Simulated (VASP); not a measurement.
**Cs: single point with LDA**

Crystal: Cs.

```
Cs
1.0
    -3.31516    3.31516    1.68269
     3.31516   -3.31516    1.68269
     3.31516    3.31516   -1.68269
Cs
2
Cartesian
  0.0000 -1.6576 -0.4207
  0.0000 1.6576 0.4207
```

```
Program             : VASP 6.6.1
Task                : single point
Functional          : LDA
Potentials or basis : VASP PAW LDA potentials, release 64 (Cs_sv)
Cutoff              : 500 eV
k mesh              : 12 × 12 × 12
Occupations         : fermi-dirac, width 0.05 eV
Spin                : no spin polarisation
```

- Pressure: 5.3 GPa
- Band gap on the k mesh: zero (bands 9 and 10 overlap by 3.02 eV)

Levels at points of the mesh, in eV from the Fermi level:
```csv
k point,band 5,band 6,band 7,band 8,band 9,band 10,band 11,band 12,band 13,band 14
"(0.00, 0.00, 0.00)",-9.43,-9.43,-9.01,-9.00,-1.78,-1.37,0.88,1.43,1.82,5.22
"(0.50, 0.00, 0.00)",-11.45,-10.40,-10.07,-9.25,-0.73,-0.42,0.82,2.75,3.17,3.58
"(0.50, 0.50, 0.00)",-10.92,-10.92,-8.96,-8.96,0.66,0.66,1.44,1.44,3.97,3.97
"(0.50, 0.50, 0.50)",-9.05,-9.05,-9.03,-9.03,0.69,0.69,2.17,2.17,3.56,3.56
```

Run time: 97 s on 1 thread of AMD EPYC 9R45 96-Core Processor (Zen 5) (shared host), peak memory 0.24 GiB.

Caveat: the cell stands under pressure; spin-orbit coupling is left out, which moves the levels of the heavy elements.
